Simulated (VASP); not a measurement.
Runs of VASP 6.6.1 on BAs. The structure is that of space group F-43m (No. 216), or close to it. The cells are those of the table. 

| task | cell | gap on the mesh (eV) | pressure (GPa) |
| --- | --- | --- | --- |
| single point | a = 3.395, b = 3.395, c = 3.378 Å, angles 60.2, 60.2, 59.7°, 2 atoms | (b) | (c) |
| electric field gradients | a = 3.400 Å, angles 60.0°, 2 atoms | 1.20 | 0.7 |
| single point | a = 3.332 Å, angles 60.0°, 2 atoms | 1.13 | 9.9 |
| electric field gradients | a = 3.355 Å, angles 60.0°, 2 atoms | (a) | 6.5 |

Alike in all rows: level PBE; potentials or basis VASP PAW PBE potentials, release 64 (B, As); no spin polarisation; k mesh 15 × 15 × 15; cutoff (eV) 520; smearing fermi-dirac 0.03 eV.

Problem. Estimate the missing entries.

Solution. (a) 1.15; (b) 1.11; (c) 2.0.

A k mesh can miss the band edges, and the runs leave out spin-orbit coupling on As.
